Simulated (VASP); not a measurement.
# Na (I4/mmm) in VASP: notebook

The runs below take Na through single point, with r2SCAN.

All numbers are computed with VASP 6.6.1; they aren't measurements. Logs are shortened: lines on timing, memory, paths and dates and some standing lists are left out, and cuts for length are marked.

### Step 1. The cell of the first run

Symmetry: I4/mmm, No. 139, tetragonal system. The conventional cell has a = 3.777 Å, b = 3.777 Å, c = 5.275 Å, α = 90.00°, β = 90.00°, γ = 90.00°. Na (site symmetry 4/mmm) has 12 Na at 3.75 to 3.78 Å within 4.9 Å.

### Step 2. Single point, r2SCAN

Contents of POSCAR:

```
Na
1.0
   -1.8882910800      1.8882910800      2.6372766800
    1.8882910800     -1.8882910800      2.6372766800
    1.8882910800      1.8882910800     -2.6372766800
Na
1
Direct
    0.0000000000      0.0000000000      0.0000000000
```

Contents of INCAR.step1:

```
ALGO = Normal
EDIFF = 1E-4
ENCUT = 520
GGA = PE
ISMEAR = 1
LASPH = True
LCHARG = False
LREAL = False
LWAVE = True
NBANDS = 10
NELM = 100
PREC = Accurate
SIGMA = 0.05
```

Contents of INCAR.step2:

```
ALGO = Normal
EDIFF = 1E-6
ENCUT = 520
ISIF = 2
ISMEAR = 1
ISTART = 1
LASPH = True
LCHARG = False
LMIXTAU = True
LREAL = False
LWAVE = False
METAGGA = R2SCAN
NBANDS = 10
NELM = 100
PREC = Accurate
SIGMA = 0.05
```

Contents of KPOINTS:

```
k-points
0
Gamma
  7 7 7
```

Potentials or basis: VASP PAW PBE potentials, release 64 (Na_pv).

Command:

```bash
$ cat potpaw_PBE.64/Na_pv/POTCAR > POTCAR
$ cp INCAR.step1 INCAR
$ mpirun -np 1 vasp_std > vasp.out
$ cp INCAR.step2 INCAR
$ mpirun -np 1 vasp_std > vasp.out
```

OUTCAR:

```text
EDIFF = 1E-6
   ENCUT = 520
   ISIF = 2
   ISMEAR = 1
   ISTART = 1
   LASPH = True
   LREAL = False
   METAGGA = R2SCAN
   NELM = 100
   PREC = Accurate

 ion  position               nearest neighbor table
   1  0.000  0.000  0.000-

  LATTYP: Found a body centered tetragonal cell.
 ALAT       =     3.7765821600
 C/A-ratio  =     1.3966473220

  Lattice vectors:

 A1 = (  -1.8882910800,   1.8882910800,   2.6372766800)
 A2 = (   1.8882910800,  -1.8882910800,   2.6372766800)
 A3 = (   1.8882910800,   1.8882910800,  -2.6372766800)

Analysis of symmetry for initial positions (statically):
=====================================================================
 Subroutine PRICEL returns:
 Original cell was already a primitive cell.

 Routine SETGRP: Setting up the symmetry group for a
 body centered tetragonal supercell.

 Subroutine GETGRP returns: Found 16 space group operations
 (whereof 16 operations were pure point group operations)
 out of a pool of 16 trial point group operations.

The static configuration has the point symmetry D_4h.

Analysis of symmetry for dynamics (positions and initial velocities):
=====================================================================
 Subroutine PRICEL returns:
 Original cell was already a primitive cell.

 Routine SETGRP: Setting up the symmetry group for a
 body centered tetragonal supercell.

 Subroutine GETGRP returns: Found 16 space group operations
 (whereof 16 operations were pure point group operations)
 out of a pool of 16 trial point group operations.

The dynamic configuration has the point symmetry D_4h.

 Subroutine INISYM returns: Found 16 space group operations
 (whereof 16 operations are pure point group operations),
 and found     1 'primitive' translations

----------------------------------------------------------------------------------------

                                     Primitive cell

  volume of cell :      37.6144

  direct lattice vectors                    reciprocal lattice vectors
    -1.888291080  1.888291080  2.637276680     0.000000000  0.264789685  0.189589512
     1.888291080 -1.888291080  2.637276680     0.264789685  0.000000000  0.189589512
     1.888291080  1.888291080 -2.637276680     0.264789685  0.264789685  0.000000000

  length of vectors
     3.753200593  3.753200593  3.753200593     0.325665105  0.325665105  0.374469164

  position of ions in fractional coordinates (direct lattice)
     0.000000000  0.000000000  0.000000000

  ion indices of the primitive-cell ions
   primitive index   ion index
[... 79 lines left out ...]
   ISIF   =      2    stress and relaxation
   ISYM   =      2    0-nonsym 1-usesym 2-fastsym
   POTIM  = 0.5000    time-step for ionic-motion
   TEBEG  =    0.0;   TEEND  =   0.0 temperature during run
   PSTRESS=    0.0 pullay stress
   NELECT =       7.0000    total number of electrons
   NUPDOWN=      -1.0000    fix difference up-down
   EMIN   =  10.00;   EMAX   =-10.00  energy-range for DOS
   EFERMI =   0.00;   METHOD = LEGACY
   ISMEAR =     1;   SIGMA  =   0.05  broadening in eV -4-tet -1-fermi 0-gaus
   EFERMI_NEDOS =   21; number of points for ismear=-14 and -15
   IALGO  =     38    algorithm
   IMIX   =      4    mixing-type and parameters
     AMIX     =   0.40;   BMIX     =  1.00
     AMIX_MAG =   1.60;   BMIX_MAG =  1.00
  volume/ion in A,a.u.               =      37.61       253.83
  Fermi-wavevector in a.u.,A,eV,Ry     =   0.934666  1.766262 11.886050  0.873600
  Thomas-Fermi vector in A             =   2.061494
   LORBIT       =      0    0 simple, 1 ext, 2 COOP (PROOUT), +10 PAW based schemes
   METAGGA = R2SCAN    functional components
   LHFCALC =     F    Hartree Fock is set to
   AEXX    =    0.0000 exact exchange contribution
   IVDW    =     0    specifies the selected vdW correction
   LEPSILON=     F    determine dielectric tensor
   LRPA    =     F    only Hartree local field effects (RPA)
 non-spin polarized calculation
 Methfessel and Paxton  Order N= 1 SIGMA  =   0.05
  energy-cutoff  :      520.00
  volume of cell :       37.61
 maximum number of plane-waves:      1022
   NGX = 13   NGY = 13   NGZ = 13

 number of electron       6.9999993 magnetization

 Free energy of the ion-electron system (eV)
  ---------------------------------------------------
  ext. energy  EPLUGINS =         0.00000000
  ---------------------------------------------------
  free energy    TOTEN  =        -3.56987395 eV

  energy without entropy =       -3.56974978  energy(sigma->0) =       -3.56983256

 E-fermi :   0.5222     XC(G=0):  -6.8770

 val. band max:        0.5168501070   @ k =  -0.2857   0.2857   0.2857
 cond. band min:       0.5607920494   @ k =   0.2857   0.2857   0.0000
 fundamental gap:      0.0439419425
 Fermi energy:         0.5221999789

 k-point     1 :       0.0000    0.0000    0.0000
  band No.  band energies     occupation
      1     -25.7132      2.00000
      2     -25.7128      2.00000
      3     -25.7126      2.00000
      4      -3.1519      2.00000
      5      11.9663      0.00000
      6      11.9665      0.00000
      7      12.0175      0.00000
      8      13.2612      0.00000
      9      14.0230      0.00000
     10      14.0288      0.00000
[... 287 lines left out ...]
 k-point    24 :      -0.4286    0.4286    0.1429
  band No.  band energies     occupation
      1     -25.7404      2.00000
      2     -25.7287      2.00000
      3     -25.7237      2.00000
      4       1.3920     -0.00000
      5       4.3681      0.00000
      6       4.9490      0.00000
      7       6.6346      0.00000
      8      11.0717      0.00000
      9      12.9680      0.00000
     10      16.7294      0.00000

 [... further k-points ...]

------------------------ aborting loop because EDIFF is reached ----------------------------------------

  FORCE on cell =-STRESS in cart. coord.  units (eV):
  Direction    XX          YY          ZZ          XY          YZ          ZX
  --------------------------------------------------------------------------------------
  -------------------------------------------------------------------------------------
  Total       -0.0054520     -0.0054520     -0.0182590      0.0000000     -0.0000000      0.0000000
  in kB       -0.2322282     -0.2322282     -0.7777386      0.0000000     -0.0000000      0.0000000
  external PRESSURE =      -0.4140650 kB  Pullay stress =       0.0000000 kB

 VOLUME and BASIS-vectors are now :
 -----------------------------------------------------------------------------
  energy-cutoff  :      520.00
  volume of cell :       37.61
      direct lattice vectors                 reciprocal lattice vectors
    -1.888291080  1.888291080  2.637276680     0.000000000  0.264789685  0.189589512
     1.888291080 -1.888291080  2.637276680     0.264789685  0.000000000  0.189589512
     1.888291080  1.888291080 -2.637276680     0.264789685  0.264789685  0.000000000

 POSITION                                       TOTAL-FORCE (eV/Angst)
 -----------------------------------------------------------------------------------
      0.00000      0.00000      0.00000         0.000000     -0.000000      0.000000
 -----------------------------------------------------------------------------------
    total drift:                               -0.000000     -0.000000     -0.000000

  FREE ENERGIE OF THE ION-ELECTRON SYSTEM (eV)
  ---------------------------------------------------
  free  energy   TOTEN  =        -3.5698739482 eV

  energy  without entropy=       -3.5697497751  energy(sigma->0) =       -3.56983256
```

Run time: 66 s. Hardware: 1 thread of Intel Xeon 8259CL, shared host; peak memory 0.16 GiB.

What came out:

```yaml
Free_energy: -3.5699 eV
Pressure: 0.0 GPa
Band_gap_on_the_k_mesh: zero (an odd number of electrons rules out a gap without spin polarisation)
```

Levels at points of the mesh, in eV from the Fermi level:
```
           k point  band 1  band 2  band 3  band 4  band 5  band 6  band 7  band 8
(0.00, 0.00, 0.00)  -26.24  -26.23  -26.23   -3.67   11.44   11.44   11.50   12.74
```

Caveat: the PAW data sets were made with another functional, which shifts forces and pressure a little.

### Step 3. Single point, r2SCAN

POSCAR is that of step 2.

Contents of INCAR.step1:

```
PREC = Accurate
ENCUT = 520
ISMEAR = 1
SIGMA = 0.05
LREAL = False
LASPH = True
NELM = 100
NBANDS = 10
GGA = PE
ALGO = Normal
EDIFF = 1E-4
LWAVE = True
LCHARG = False
```

Contents of INCAR.step2:

```
PREC = Accurate
ENCUT = 520
EDIFF = 1E-6
ISMEAR = 1
SIGMA = 0.05
LREAL = False
LASPH = True
NELM = 100
ALGO = Normal
ISIF = 2
LWAVE = False
LCHARG = True
METAGGA = R2SCAN
LMIXTAU = True
LELF = True
LVHAR = True
NBANDS = 10
ISTART = 1
```

Contents of KPOINTS:

```
Automatic mesh
0
Gamma
  6 6 7
```

Potentials or basis: VASP PAW PBE potentials, release 64 (Na_pv).

Command:

```bash
$ cat potpaw_PBE.64/Na_pv/POTCAR > POTCAR
$ cp INCAR.step1 INCAR
$ mpirun -np 1 vasp_std > vasp.out
$ cp INCAR.step2 INCAR
$ mpirun -np 1 vasp_std > vasp.out
```

OUTCAR:

```text
PREC = Accurate
   ENCUT = 520
   EDIFF = 1E-6
   ISMEAR = 1
   LREAL = False
   LASPH = True
   NELM = 100
   ISIF = 2
   METAGGA = R2SCAN
   ISTART = 1

 ion  position               nearest neighbor table
   1  0.000  0.000  0.000-

  LATTYP: Found a body centered tetragonal cell.
 ALAT       =     3.7765821600
 C/A-ratio  =     1.3966473220

  Lattice vectors:

 A1 = (  -1.8882910800,   1.8882910800,   2.6372766800)
 A2 = (   1.8882910800,  -1.8882910800,   2.6372766800)
 A3 = (   1.8882910800,   1.8882910800,  -2.6372766800)

Analysis of symmetry for initial positions (statically):
=====================================================================
 Subroutine PRICEL returns:
 Original cell was already a primitive cell.

 Routine SETGRP: Setting up the symmetry group for a
 body centered tetragonal supercell.

 Subroutine GETGRP returns: Found 16 space group operations
 (whereof 16 operations were pure point group operations)
 out of a pool of 16 trial point group operations.

The static configuration has the point symmetry D_4h.

Analysis of symmetry for dynamics (positions and initial velocities):
=====================================================================
 Subroutine PRICEL returns:
 Original cell was already a primitive cell.

 Routine SETGRP: Setting up the symmetry group for a
 body centered tetragonal supercell.

 Subroutine GETGRP returns: Found 16 space group operations
 (whereof 16 operations were pure point group operations)
 out of a pool of 16 trial point group operations.

The dynamic configuration has the point symmetry D_4h.

 Subroutine INISYM returns: Found 16 space group operations
 (whereof 16 operations are pure point group operations),
 and found     1 'primitive' translations

----------------------------------------------------------------------------------------

                                     Primitive cell

  volume of cell :      37.6144
[... 132 lines left out ...]
  Thomas-Fermi vector in A             =   2.061494
   LORBIT       =      0    0 simple, 1 ext, 2 COOP (PROOUT), +10 PAW based schemes
   METAGGA = R2SCAN    functional components
   LHFCALC =     F    Hartree Fock is set to
   AEXX    =    0.0000 exact exchange contribution
   IVDW    =     0    specifies the selected vdW correction
   LEPSILON=     F    determine dielectric tensor
   LRPA    =     F    only Hartree local field effects (RPA)
 non-spin polarized calculation
 Methfessel and Paxton  Order N= 1 SIGMA  =   0.05
  energy-cutoff  :      520.00
  volume of cell :       37.61
 maximum number of plane-waves:      1026
   NGX = 13   NGY = 13   NGZ = 13

 number of electron       6.9999993 magnetization

 Free energy of the ion-electron system (eV)
  ---------------------------------------------------
  ext. energy  EPLUGINS =         0.00000000
  ---------------------------------------------------
  free energy    TOTEN  =        -3.54889721 eV

  energy without entropy =       -3.54833853  energy(sigma->0) =       -3.54871098

 E-fermi :   0.2490     XC(G=0):  -6.8778

 val. band max:        0.2461173353   @ k =  -0.1667   0.5000   0.4286
 cond. band min:       0.2667640662   @ k =   0.3333  -0.0000   0.1429
 fundamental gap:      0.0206467310
 Fermi energy:         0.2490491271

 k-point     1 :       0.0000    0.0000    0.0000
  band No.  band energies     occupation
      1     -25.7133      2.00000
      2     -25.7132      2.00000
      3     -25.7130      2.00000
      4      -3.1528      2.00000
      5      11.9689      0.00000
      6      11.9691      0.00000
      7      12.0210      0.00000
      8      13.2639      0.00000
      9      14.0284      0.00000
     10      14.0341      0.00000
[... 287 lines left out ...]
 k-point    24 :      -0.1667    0.1667    0.1429
  band No.  band energies     occupation
      1     -25.7278      2.00000
      2     -25.7190      2.00000
      3     -25.7150      2.00000
      4      -2.0408      2.00000
      5       7.1672      0.00000
      6       8.3035      0.00000
      7      12.1816      0.00000
      8      12.9008      0.00000
      9      13.6661      0.00000
     10      14.8078      0.00000

 [... further k-points ...]

------------------------ aborting loop because EDIFF is reached ----------------------------------------

  FORCE on cell =-STRESS in cart. coord.  units (eV):
  Direction    XX          YY          ZZ          XY          YZ          ZX
  --------------------------------------------------------------------------------------
  -------------------------------------------------------------------------------------
  Total       -0.0183312     -0.0183312      0.0435078      0.0000000      0.0000000      0.0000000
  in kB       -0.7808139     -0.7808139      1.8532099      0.0000000      0.0000000      0.0000000
  external PRESSURE =       0.0971941 kB  Pullay stress =       0.0000000 kB

 VOLUME and BASIS-vectors are now :
 -----------------------------------------------------------------------------
  energy-cutoff  :      520.00
  volume of cell :       37.61
      direct lattice vectors                 reciprocal lattice vectors
    -1.888291080  1.888291080  2.637276680     0.000000000  0.264789685  0.189589512
     1.888291080 -1.888291080  2.637276680     0.264789685  0.000000000  0.189589512
     1.888291080  1.888291080 -2.637276680     0.264789685  0.264789685  0.000000000

 POSITION                                       TOTAL-FORCE (eV/Angst)
 -----------------------------------------------------------------------------------
      0.00000      0.00000      0.00000         0.000000      0.000000     -0.000000
 -----------------------------------------------------------------------------------
    total drift:                               -0.000000     -0.000000     -0.000000

  FREE ENERGIE OF THE ION-ELECTRON SYSTEM (eV)
  ---------------------------------------------------
  free  energy   TOTEN  =        -3.5488972120 eV

  energy  without entropy=       -3.5483385256  energy(sigma->0) =       -3.54871098
```

OUTCAR.step1:

```text
PREC = Accurate
   ENCUT = 520
   ISMEAR = 1
   LREAL = False
   LASPH = True
   NELM = 100
[... 549 lines left out ...]

 POSITION                                       TOTAL-FORCE (eV/Angst)
 -----------------------------------------------------------------------------------
      0.00000      0.00000      0.00000         0.000000      0.000000      0.000000
 -----------------------------------------------------------------------------------
    total drift:                               -0.000000     -0.000000     -0.000000

  FREE ENERGIE OF THE ION-ELECTRON SYSTEM (eV)
  ---------------------------------------------------
  free  energy   TOTEN  =        -1.3070387609 eV

  energy  without entropy=       -1.3065250608  energy(sigma->0) =       -1.30686753
```

It took 1.9 min on 1 thread of Intel Xeon 8259CL, shared host; peak memory 0.17 GiB.

What came out:

* Free energy: -3.5489 eV
* Pressure: 0.0 GPa
* Band gap on the k mesh: zero (an odd number of electrons rules out a gap without spin polarisation)

Levels at points of the mesh, in eV from the Fermi level:
```tsv
k point	band 1	band 2	band 3	band 4	band 5	band 6	band 7	band 8	band 9
(0.00, 0.00, 0.00)	-25.96	-25.96	-25.96	-3.40	11.72	11.72	11.77	13.01	13.78
(0.50, 0.00, 0.00)	-26.00	-25.97	-25.97	0.56	1.22	10.64	10.82	11.96	12.10
(0.50, 0.50, 0.00)	-25.99	-25.97	-25.97	1.84	2.53	6.63	7.80	7.81	10.18
```

Caveat: the PAW data sets were made with another functional, which shifts forces and pressure a little.
